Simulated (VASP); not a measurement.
# SnO (P4/nmm) in VASP: a series of runs, part 2 of 2

VASP 6.6.1.

### Step 3. Single point, r2SCAN, non-collinear spin, zero start, spin-orbit coupling

This run uses another cell than the first one, of 17.77 Å³/atom.

Contents of POSCAR:

```
SnO
1.0
    3.8136952200      0.0000000000      0.0000000000
    0.0000000000      3.8136952200      0.0000000000
    0.0000000000      0.0000000000      4.8869133000
Sn O
2 2
Direct
    0.5000000000      0.0000000000      0.7646261400
    0.0000000000      0.5000000000      0.2353738600
    0.0000000000      0.0000000000      0.0000000000
    0.5000000000      0.5000000000      0.0000000000
```

Contents of INCAR.step1:

```
SYSTEM = SnO
  PREC = Accurate
  ENCUT = 520
  ISMEAR = -1
  SIGMA = 0.05
  LREAL = .FALSE.
  LASPH = .TRUE.
  NELM = 150
  LNONCOLLINEAR = .TRUE.
  MAGMOM = 0 0 0 0 0 0 0 0 0 0 0 0
  LSORBIT = .TRUE.
  GGA_COMPAT = .FALSE.
  NBANDS = 54
  GGA = PE
  ALGO = Normal
  EDIFF = 1E-4
  LWAVE = .TRUE.
  LCHARG = .FALSE.
```

Contents of INCAR.step2:

```
SYSTEM = SnO
  PREC = Accurate
  ENCUT = 520
  EDIFF = 1E-7
  ISMEAR = -1
  SIGMA = 0.05
  LREAL = .FALSE.
  LASPH = .TRUE.
  NELM = 150
  ALGO = Normal
  ISIF = 2
  LWAVE = .FALSE.
  LCHARG = .TRUE.
  LNONCOLLINEAR = .TRUE.
  MAGMOM = 0 0 0 0 0 0 0 0 0 0 0 0
  LORBIT = 11
  LSORBIT = .TRUE.
  GGA_COMPAT = .FALSE.
  LORBMOM = .TRUE.
  METAGGA = R2SCAN
  LMIXTAU = .TRUE.
  LVHAR = .TRUE.
  NBANDS = 54
  ISTART = 1
```

Contents of KPOINTS:

```
regular mesh
0
G
  7 7 6
  0 0 0
```

Potentials or basis: VASP PAW PBE potentials, release 64 (Sn_d, O).

The run is started by

```sh
$ cat potpaw_PBE.64/Sn_d/POTCAR potpaw_PBE.64/O/POTCAR > POTCAR
$ cp INCAR.step1 INCAR
$ mpirun -np 1 vasp_ncl > vasp.out
$ cp INCAR.step2 INCAR
$ mpirun -np 1 vasp_ncl > vasp.out
```

OUTCAR:

```text
SYSTEM = SnO
   PREC = Accurate
   ENCUT = 520
   EDIFF = 1E-7
   ISMEAR = -1
   LREAL = .FALSE.
   LASPH = .TRUE.
   NELM = 150
   ISIF = 2
   LNONCOLLINEAR = .TRUE.
   LORBIT = 11
   LSORBIT = .TRUE.
   METAGGA = R2SCAN
   ISTART = 1

 ion  position               nearest neighbor table
   1  0.500  0.000  0.765-   3 2.23   4 2.23   4 2.23   3 2.23   2 3.54   2 3.54   2 3.54   2 3.54
                             2 3.74   2 3.74   2 3.74   2 3.74
   2  0.000  0.500  0.235-   3 2.23   4 2.23   3 2.23   4 2.23   1 3.54   1 3.54   1 3.54   1 3.54
                             1 3.74   1 3.74   1 3.74   1 3.74
   3  0.000  0.000  0.000-   1 2.23   2 2.23   2 2.23   1 2.23
   4  0.500  0.500  0.000-   1 2.23   2 2.23   1 2.23   2 2.23

  LATTYP: Found a simple tetragonal cell.
 ALAT       =     3.8136952200
 C/A-ratio  =     1.2814116016

  Lattice vectors:

 A1 = (   3.8136952200,   0.0000000000,   0.0000000000)
 A2 = (   0.0000000000,   3.8136952200,   0.0000000000)
 A3 = (   0.0000000000,   0.0000000000,   4.8869133000)

Analysis of symmetry for initial positions (statically):
=====================================================================
 Subroutine PRICEL returns:
 Original cell was already a primitive cell.

 Routine SETGRP: Setting up the symmetry group for a
 simple tetragonal supercell.

 Subroutine GETGRP returns: Found 16 space group operations
 (whereof  8 operations were pure point group operations)
 out of a pool of 16 trial point group operations.

The static configuration has the point symmetry D_2d.
 The point group associated with its full space group is D_4h.

Analysis of symmetry for dynamics (positions and initial velocities):
=====================================================================
 Subroutine PRICEL returns:
 Original cell was already a primitive cell.

 Routine SETGRP: Setting up the symmetry group for a
 simple tetragonal supercell.

 Subroutine GETGRP returns: Found 16 space group operations
 (whereof  8 operations were pure point group operations)
 out of a pool of 16 trial point group operations.

The dynamic configuration has the point symmetry D_2d.
[... 1549 lines left out ...]
  1        -0.000  -0.000  -0.000
  2        -0.000  -0.000  -0.000
  3        -0.000   0.000  -0.000
  4         0.000   0.000   0.000
 ----------------------------------------
           -0.000  -0.000  -0.000

 orbital moment (z)

 # of ion     p       d       tot
 ----------------------------------------
  1         0.000   0.000   0.000
  2         0.000   0.000   0.000
  3        -0.000   0.000  -0.000
  4         0.000   0.000   0.000
 ----------------------------------------
           -0.000   0.000  -0.000

 Spin-Orbit-Coupling matrix elements

 Ion:    1  E_soc:     -0.0722867
 l=   1
     0.0000000    -0.0068909    -0.0048828
    -0.0068909     0.0000000    -0.0068909
    -0.0048828    -0.0068909     0.0000000
 l=   2
     0.0000000    -0.0011739     0.0000000    -0.0011739    -0.0045986
    -0.0011739     0.0000000    -0.0035522    -0.0011416    -0.0011432
     0.0000000    -0.0035522     0.0000000    -0.0035522     0.0000000
    -0.0011739    -0.0011416    -0.0035522     0.0000000    -0.0011432
    -0.0045986    -0.0011432     0.0000000    -0.0011432     0.0000000
 l=   3
     0.0000000     0.0000000     0.0000000     0.0000000     0.0000000     0.0000000     0.0000000
     0.0000000     0.0000000     0.0000000     0.0000000     0.0000000     0.0000000     0.0000000
     0.0000000     0.0000000     0.0000000     0.0000000     0.0000000     0.0000000     0.0000000
     0.0000000     0.0000000     0.0000000     0.0000000     0.0000000     0.0000000     0.0000000
[... 49 lines left out ...]
 l=   2
     0.0000000     0.0000000     0.0000000     0.0000000     0.0000000
     0.0000000     0.0000000     0.0000000     0.0000000     0.0000000
     0.0000000     0.0000000     0.0000000     0.0000000     0.0000000
     0.0000000     0.0000000     0.0000000     0.0000000     0.0000000
     0.0000000     0.0000000     0.0000000     0.0000000     0.0000000
 l=   3
     0.0000000     0.0000000     0.0000000     0.0000000     0.0000000     0.0000000     0.0000000
     0.0000000     0.0000000     0.0000000     0.0000000     0.0000000     0.0000000     0.0000000
     0.0000000     0.0000000     0.0000000     0.0000000     0.0000000     0.0000000     0.0000000
     0.0000000     0.0000000     0.0000000     0.0000000     0.0000000     0.0000000     0.0000000
     0.0000000     0.0000000     0.0000000     0.0000000     0.0000000     0.0000000     0.0000000
     0.0000000     0.0000000     0.0000000     0.0000000     0.0000000     0.0000000     0.0000000
     0.0000000     0.0000000     0.0000000     0.0000000     0.0000000     0.0000000     0.0000000

 total charge

# of ion       s       p       d       tot
------------------------------------------
    1        1.222   0.809  10.074  12.106
    2        1.222   0.809  10.074  12.106
    3        1.578   3.468   0.000   5.046
    4        1.578   3.468   0.000   5.046
--------------------------------------------------
tot          5.601   8.555  20.149  34.305

 magnetization (x)

# of ion       s       p       d       tot
------------------------------------------
    1        0.000   0.000   0.000   0.000
    2       -0.000   0.000   0.000  -0.000
    3        0.000   0.000   0.000   0.000
    4        0.000   0.000   0.000   0.000
--------------------------------------------------
tot          0.000   0.000   0.000   0.000

 magnetization (y)

# of ion       s       p       d       tot
------------------------------------------
    1        0.000   0.000   0.000   0.000
    2        0.000   0.000   0.000   0.000
    3        0.000   0.000   0.000   0.000
    4        0.000   0.000   0.000   0.000
--------------------------------------------------
tot          0.000   0.000   0.000   0.000

 magnetization (z)

# of ion       s       p       d       tot
------------------------------------------
    1        0.000   0.000   0.000   0.000
    2        0.000   0.000   0.000   0.000
    3        0.000   0.000   0.000   0.000
    4        0.000   0.000   0.000   0.000
--------------------------------------------------
tot          0.000   0.000   0.000   0.000
```

It took 37 min on 1 thread of Oxide Virtual Turin-like, shared host; peak memory 0.44 GiB.

What came out:

```
Free energy                                           : -66.9762 eV
Pressure                                              : 0.1 GPa
Largest force                                         : 0.017 eV/Å
Net moment                                            : 0.00 μB per cell
Valence electrons inside the program's atomic spheres : Sn 12.11; O 5.05
```

Forces in eV/Å, atoms in the order of the input:
```
Sn   0.000  0.000 -0.017
Sn   0.000  0.000  0.017
O    0.000  0.000  0.000
O    0.000  0.000  0.000
```

Moments on the atoms (μB; x, y, z):
```
Sn  0.00 0.00 0.00
Sn  0.00 0.00 0.00
O   0.00 0.00 0.00
O   0.00 0.00 0.00
```

Caveat: the PAW data sets were made with another functional, which shifts forces and pressure a little.
